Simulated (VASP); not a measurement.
# Ge2P3 (P-3m1) in VASP: a series of runs

The runs below take Ge2P3 through single point, relaxation of cell and atoms, with r2SCAN.

Everything below comes from runs of VASP 6.6.1. Logs are shortened: lines on timing, memory, paths and dates and some standing lists are left out, and cuts for length are marked.

**1. The cell of the first run**

The structure is trigonal, space group P-3m1 (No. 164). The conventional cell has a = 3.495 Å, b = 3.495 Å, c = 8.423 Å, α = 90.00°, β = 90.00°, γ = 120.00°. Within 3.7 Å of Ge (site symmetry 3m) lie 7 P at 2.51 to 3.38 Å and 9 Ge at 3.50 to 3.60 Å. Within 3.3 Å of P (site symmetry -3m) lie 6 Ge at 2.51 Å. Within 3.2 Å of P (site symmetry 3m) lie 3 P at 2.41 Å and 3 Ge at 2.88 Å.

**2. Single point, r2SCAN**

POSCAR reads:

```
Ge2P3
1.0
    3.4951673812      0.0000000000      0.0000000000
   -1.7475836906      3.0269037426      0.0000000000
    0.0000000000      0.0000000000      8.4226427103
Ge P
2 3
Direct
    0.3333333333      0.6666666667      0.1771535081
    0.6666666667      0.3333333333      0.8228464919
    0.0000000000      0.0000000000      0.0000000000
    0.3333333333      0.6666666667      0.5783710422
    0.6666666667      0.3333333333      0.4216289578
```

INCAR.step1 reads:

```
SYSTEM = Ge2P3
ALGO = Normal ; EDIFF = 1E-4
ENCUT = 520 ; GGA = PE
ISMEAR = 0 ; LASPH = .TRUE.
LCHARG = .FALSE. ; LREAL = .FALSE.
LWAVE = .TRUE. ; NBANDS = 30
NELM = 80 ; PREC = Accurate
SIGMA = 0.1
```

INCAR.step2 reads:

```
SYSTEM = Ge2P3
ALGO = Normal ; EDIFF = 1E-6
ENCUT = 520 ; ISIF = 2
ISMEAR = 0 ; ISTART = 1
LASPH = .TRUE. ; LCHARG = .TRUE.
LELF = .TRUE. ; LMIXTAU = .TRUE.
LREAL = .FALSE. ; LVHAR = .TRUE.
LWAVE = .FALSE. ; METAGGA = R2SCAN
NBANDS = 30 ; NELM = 80
PREC = Accurate ; SIGMA = 0.1
```

KPOINTS reads:

```
k-points
0
G
  6 6 4
  0 0 0
```

Potentials or basis: VASP PAW PBE potentials, release 64 (Ge_d, P).

Launch:

```bash
cat potpaw_PBE.64/Ge_d/POTCAR potpaw_PBE.64/P/POTCAR > POTCAR
cp INCAR.step1 INCAR
mpirun -np 1 vasp_std > vasp.out
cp INCAR.step2 INCAR
mpirun -np 1 vasp_std > vasp.out
```

OUTCAR:

```text
SYSTEM = Ge2P3
   EDIFF = 1E-6
   ENCUT = 520
   ISIF = 2
   ISMEAR = 0
   ISTART = 1
   LASPH = .TRUE.
   LREAL = .FALSE.
   METAGGA = R2SCAN
   NELM = 80
   PREC = Accurate

 ion  position               nearest neighbor table
   1  0.333  0.667  0.177-   3 2.51   3 2.51   3 2.51   5 2.88   5 2.88   5 2.88
   2  0.667  0.333  0.823-   3 2.51   3 2.51   3 2.51   4 2.88   4 2.88   4 2.88
   3  0.000  0.000  0.000-   1 2.51   2 2.51   2 2.51   1 2.51   2 2.51   1 2.51
   4  0.333  0.667  0.578-   5 2.41   5 2.41   5 2.41   2 2.88   2 2.88   2 2.88
   5  0.667  0.333  0.422-   4 2.41   4 2.41   4 2.41   1 2.88   1 2.88   1 2.88

  LATTYP: Found a hexagonal cell.
 ALAT       =     3.4951673812
 C/A-ratio  =     2.4097966683

  Lattice vectors:

 A1 = (   3.4951673812,   0.0000000000,   0.0000000000)
 A2 = (  -1.7475836906,   3.0269037426,   0.0000000000)
 A3 = (   0.0000000000,   0.0000000000,   8.4226427103)

Analysis of symmetry for initial positions (statically):
=====================================================================
 Subroutine PRICEL returns:
 Original cell was already a primitive cell.

 Routine SETGRP: Setting up the symmetry group for a
 hexagonal supercell.

 Subroutine GETGRP returns: Found 12 space group operations
 (whereof 12 operations were pure point group operations)
 out of a pool of 24 trial point group operations.

The static configuration has the point symmetry D_3d.

Analysis of symmetry for dynamics (positions and initial velocities):
=====================================================================
 Subroutine PRICEL returns:
 Original cell was already a primitive cell.

 Routine SETGRP: Setting up the symmetry group for a
 hexagonal supercell.

 Subroutine GETGRP returns: Found 12 space group operations
 (whereof 12 operations were pure point group operations)
 out of a pool of 24 trial point group operations.

The dynamic configuration has the point symmetry D_3d.

 Subroutine INISYM returns: Found 12 space group operations
 (whereof 12 operations are pure point group operations),
 and found     1 'primitive' translations

----------------------------------------------------------------------------------------

                                     Primitive cell

  volume of cell :      89.1076

  direct lattice vectors                    reciprocal lattice vectors
     3.495167381  0.000000000  0.000000000     0.286109331  0.165185299  0.000000000
    -1.747583691  3.026903743  0.000000000     0.000000000  0.330370598  0.000000000
     0.000000000  0.000000000  8.422642710     0.000000000  0.000000000  0.118727582

  length of vectors
     3.495167381  3.495167381  8.422642710     0.330370598  0.330370598  0.118727582

  position of ions in fractional coordinates (direct lattice)
     0.333333333  0.666666667  0.177153508
     0.666666667  0.333333333  0.822846492
     0.000000000  0.000000000  0.000000000
     0.333333333  0.666666667  0.578371042
     0.666666667  0.333333333  0.421628958

  ion indices of the primitive-cell ions
   primitive index   ion index
                 1           1
                 2           2
                 3           3
                 4           4
                 5           5

----------------------------------------------------------------------------------------

 KPOINTS: k-points

Automatic generation of k-mesh.
 Grid dimensions read from file:
 generate k-points for:    6    6    4

 Generating k-lattice:

  Cartesian coordinates                     Fractional coordinates (reciprocal lattice)
     0.047684888  0.027530883  0.000000000     0.166666667  0.000000000  0.000000000
     0.000000000  0.055061766  0.000000000     0.000000000  0.166666667  0.000000000
     0.000000000  0.000000000  0.029681895     0.000000000  0.000000000  0.250000000

  Length of vectors
     0.055061766  0.055061766  0.029681895

  Shift w.r.t. Gamma in fractional coordinates (k-lattice)
     0.000000000  0.000000000  0.000000000

 Subroutine IBZKPT returns following result:
 ===========================================

 Found     24 irreducible k-points:

 Following reciprocal coordinates:
            Coordinates               Weight
  0.000000  0.000000  0.000000      1.000000
  0.166667 -0.000000  0.000000      6.000000
  0.333333 -0.000000  0.000000      6.000000
  0.500000  0.000000  0.000000      3.000000
  0.166667  0.166667  0.000000      6.000000
  0.333333  0.166667  0.000000     12.000000
[... 16 lines left out ...]
  0.333333  0.166667  0.500000     12.000000
  0.333333  0.333333  0.500000      2.000000
   k-points           NKPTS =     24   k-points in BZ     NKDIM =     24   number of bands    NBANDS=     30
   number of dos      NEDOS =    301   number of ions     NIONS =      5
   total plane-waves  NPLWV =  50176
   dimension x,y,z NGX =    28 NGY =   28 NGZ =   64
   dimension x,y,z NGXF=    56 NGYF=   56 NGZF=  128
   ions per type =               2   3
   NGX,Y,Z   is equivalent  to a cutoff of  13.32, 13.32, 12.63 a.u.
   NGXF,Y,Z  is equivalent  to a cutoff of  26.64, 26.64, 25.26 a.u.
 SYSTEM =  Ge2P3
   PREC   = accura    normal or accurate (medium, high low for compatibility)
   ISTART =      1    job   : 0-new  1-cont  2-samecut
   ICHARG =      0    charge: 1-file 2-atom 10-const
   ISPIN  =      1    spin polarized calculation?
   LNONCOLLINEAR =      F non collinear calculations
   LSORBIT =      F    spin-orbit coupling
   LASPH  =      T    aspherical Exc in radial PAW
   ENCUT  =  520.0 eV  38.22 Ry    6.18 a.u.   6.50  6.50 15.66*2*pi/ulx,y,z
   NELM   =     80;   NELMIN=  2; NELMDL=  0     # of ELM steps
   EDIFF  = 0.1E-05   stopping-criterion for ELM
   LREAL  =      F    real-space projection
   EDIFFG = 0.1E-04   stopping-criterion for IOM
   NSW    =      0    number of steps for IOM
   IBRION =     -1    ionic relax: 0-MD 1-quasi-New 2-CG
   NFREE  =      0    steps in history (QN), initial steepest desc. (CG)
   ISIF   =      2    stress and relaxation
   ISYM   =      2    0-nonsym 1-usesym 2-fastsym
   POTIM  = 0.5000    time-step for ionic-motion
   TEBEG  =    0.0;   TEEND  =   0.0 temperature during run
   PSTRESS=    0.0 pullay stress
   NELECT =      43.0000    total number of electrons
   NUPDOWN=      -1.0000    fix difference up-down
   EMIN   =  10.00;   EMAX   =-10.00  energy-range for DOS
   EFERMI =   0.00;   METHOD = LEGACY
   ISMEAR =     0;   SIGMA  =   0.10  broadening in eV -4-tet -1-fermi 0-gaus
   EFERMI_NEDOS =   21; number of points for ismear=-14 and -15
   IALGO  =     38    algorithm
   IMIX   =      4    mixing-type and parameters
     AMIX     =   0.40;   BMIX     =  1.00
     AMIX_MAG =   1.60;   BMIX_MAG =  1.00
  volume/ion in A,a.u.               =      17.82       120.27
  Fermi-wavevector in a.u.,A,eV,Ry     =   1.284082  2.426563 22.434182  1.648866
  Thomas-Fermi vector in A             =   2.416297
   LORBIT       =      0    0 simple, 1 ext, 2 COOP (PROOUT), +10 PAW based schemes
   METAGGA = R2SCAN    functional components
   LHFCALC =     F    Hartree Fock is set to
   AEXX    =    0.0000 exact exchange contribution
   IVDW    =     0    specifies the selected vdW correction
   LEPSILON=     F    determine dielectric tensor
   LRPA    =     F    only Hartree local field effects (RPA)
 non-spin polarized calculation
 Gauss-broadening in eV      SIGMA  =   0.10
  energy-cutoff  :      520.00
  volume of cell :       89.11
 maximum number of plane-waves:      2455
 NGX is ok and might be reduce to    28
   NGX = 13   NGY = 13   NGZ = 31

 number of electron      42.9999987 magnetization

 Free energy of the ion-electron system (eV)
  ---------------------------------------------------
  ext. energy  EPLUGINS =         0.00000000
  ---------------------------------------------------
  free energy    TOTEN  =       -52.98770291 eV

  energy without entropy =      -52.97930157  energy(sigma->0) =      -52.98350224

 E-fermi :   7.2996     XC(G=0): -11.5239

 val. band max:        7.2660906458   @ k =   0.3333   0.1667   0.0000
 cond. band min:       7.4201829062   @ k =   0.3333   0.3333   0.0000
 fundamental gap:      0.1540922604
 Fermi energy:         7.2996287876

 k-point     1 :       0.0000    0.0000    0.0000
  band No.  band energies     occupation
      1     -18.2544      2.00000
      2     -18.2543      2.00000
      3     -18.2495      2.00000
      4     -18.2495      2.00000
      5     -18.2398      2.00000
      6     -18.2371      2.00000
[... 22 lines left out ...]
     29      11.9064      0.00000
     30      13.0866      0.00000

 k-point     2 :       0.1667   -0.0000    0.0000
  band No.  band energies     occupation
      1     -18.2588      2.00000
      2     -18.2522      2.00000
      3     -18.2512      2.00000
      4     -18.2464      2.00000
      5     -18.2390      2.00000
      6     -18.2358      2.00000
[... 22 lines left out ...]
     29      12.5593      0.00000
     30      13.1277      0.00000

 k-point     3 :       0.3333   -0.0000    0.0000
  band No.  band energies     occupation
      1     -18.2687      2.00000
      2     -18.2580      2.00000
      3     -18.2498      2.00000
      4     -18.2432      2.00000
      5     -18.2415      2.00000
      6     -18.2346      2.00000
[... 22 lines left out ...]
     29      13.0457      0.00000
     30      13.6460      0.00000

 k-point     4 :       0.5000    0.0000    0.0000
  band No.  band energies     occupation
      1     -18.2740      2.00000
      2     -18.2610      2.00000
      3     -18.2504      2.00000
      4     -18.2454      2.00000
      5     -18.2399      2.00000
      6     -18.2366      2.00000
[... 616 lines left out ...]
     29      13.6087      0.00000
     30      14.2618      0.00000

 k-point    23 :       0.3333    0.1667    0.5000
  band No.  band energies     occupation
      1     -18.2706      2.00000
      2     -18.2574      2.00000
      3     -18.2512      2.00000
      4     -18.2442      2.00000
      5     -18.2401      2.00000
      6     -18.2330      2.00000
[... 22 lines left out ...]
     29      13.2461      0.00000
     30      13.6658      0.00000

 k-point    24 :       0.3333    0.3333    0.5000
  band No.  band energies     occupation
      1     -18.2698      2.00000
      2     -18.2530      2.00000
      3     -18.2530      2.00000
      4     -18.2494      2.00000
      5     -18.2298      2.00000
      6     -18.2298      2.00000
[... 22 lines left out ...]
     29      14.1880      0.00000
     30      14.1880      0.00000

------------------------ aborting loop because EDIFF is reached ----------------------------------------

  FORCE on cell =-STRESS in cart. coord.  units (eV):
  Direction    XX          YY          ZZ          XY          YZ          ZX
  --------------------------------------------------------------------------------------
  -------------------------------------------------------------------------------------
  Total       -0.1170797     -0.1170797     -0.0897292      0.0000000      0.0000000      0.0000000
  in kB       -2.1051219     -2.1051219     -1.6133529      0.0000000      0.0000000      0.0000000
  external PRESSURE =      -1.9411989 kB  Pullay stress =       0.0000000 kB

 VOLUME and BASIS-vectors are now :
 -----------------------------------------------------------------------------
  energy-cutoff  :      520.00
  volume of cell :       89.11
      direct lattice vectors                 reciprocal lattice vectors
     3.495167381  0.000000000  0.000000000     0.286109331  0.165185299  0.000000000
    -1.747583691  3.026903743  0.000000000     0.000000000  0.330370598  0.000000000
     0.000000000  0.000000000  8.422642710     0.000000000  0.000000000  0.118727582

 POSITION                                       TOTAL-FORCE (eV/Angst)
 -----------------------------------------------------------------------------------
     -0.00000      2.01794      1.49210         0.000000     -0.000000     -0.015797
      1.74758      1.00897      6.93054        -0.000000      0.000000      0.015797
      0.00000      0.00000      0.00000         0.000000      0.000000     -0.000000
     -0.00000      2.01794      4.87141         0.000000      0.000000     -0.080738
      1.74758      1.00897      3.55123         0.000000     -0.000000      0.080738
 -----------------------------------------------------------------------------------
    total drift:                                0.000000     -0.000000      0.000000

  FREE ENERGIE OF THE ION-ELECTRON SYSTEM (eV)
  ---------------------------------------------------
  free  energy   TOTEN  =       -52.9877029122 eV

  energy  without entropy=      -52.9793015677  energy(sigma->0) =      -52.98350224
```

Wall time 2.9 min (1 thread of Intel Xeon Platinum 8488C (Sapphire Rapids), shared host); peak memory 0.24 GiB.

Results:

* Free energy: -52.9877 eV
* Pressure: -0.2 GPa
* Largest force: 0.081 eV/Å
* Band gap on the k mesh: zero (an odd number of electrons rules out a gap without spin polarisation)

Forces in eV/Å, atoms in the order of the input:
```
Ge   0.000  0.000 -0.016
Ge   0.000  0.000  0.016
P    0.000  0.000  0.000
P    0.000  0.000 -0.081
P    0.000  0.000  0.081
```

Caveat: the PAW data sets were made with another functional, which shifts forces and pressure a little; an odd number of electrons without spin polarisation forces a metal; a magnetic or distorted state may lie lower.

(Continued in part 2 of 2.)

The gap in the log of VASP goes by the Fermi energy; the results here count the filled bands.